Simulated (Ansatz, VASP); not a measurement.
**One calculation of CaO, two programs**

File INCAR:

```
SYSTEM = CaO
PREC = Accurate
ENCUT = 520
EDIFF = 1E-8
ISMEAR = -1
SIGMA = 0.02
LREAL = .False.
LASPH = .True.
NELM = 80
ALGO = Normal
ISIF = 2
LWAVE = .False.
LCHARG = .False.
GGA = PE
LEFG = .True.
NBANDS = 15
```

Contents of KPOINTS:

```
Automatic mesh
0
Gamma
  11 11 11
  0 0 0
```

POSCAR

```
CaO
1.0
    0.0000000000      2.4732491018      2.4732491018
    2.4732491018      0.0000000000      2.4732491018
    2.4732491018      2.4732491018      0.0000000000
Ca O
1 1
Direct
    0.0000000000      0.0000000000      0.0000000000
    0.5000000000      0.5000000000      0.5000000000
```

Input for Ansatz:

```yaml
crystal:
  lattice:
    - [0.0, 2.4732491018, 2.4732491018]
    - [2.4732491018, 0.0, 2.4732491018]
    - [2.4732491018, 2.4732491018, 0.0]
  atoms:
    - { symbol: Ca, position: [0.0, 0.0, 0.0] }
    - { symbol: O, position: [0.5, 0.5, 0.5] }
kpoints:
  mp_grid: { grid: [11, 11, 11] }
scf:
  occupations: { method: fermi_dirac, width: 0.02 }
hamiltonian:
  xc: pbe
  pseudopotentials: { kind: paw }
output:
  forces: true
  stress: true
  eigenvalues: true
  efg: { contact_densities: true }
```

Change from the starting cell: volume scaled by 1.03, PAW files.

Alike in both runs: task electric field gradients; functional PBE; k mesh 11 × 11 × 11; occupations fermi-dirac, width 0.02 eV; no spin polarisation.

|  | VASP | Ansatz |
| --- | --- | --- |
| version | VASP 6.6.1 | Ansatz 0.2.0 |
| potentials or method | VASP PAW PBE potentials, release 64 (Ca_sv, O) | PAW with Ansatz's default frozen-core files, scalar-relativistic |
| plane-wave cutoff (eV) | 520 | 420 |
| valence electrons in the cell | 16 | 16 |

```csv
,VASP,Ansatz,Ansatz less VASP
gap on the k mesh at the Fermi level (eV),3.68,3.69,+0.016
pressure (GPa),-6.0,-6.4,-0.40
```

The functional is the same, so the differences come from potentials, cutoffs and numerics.
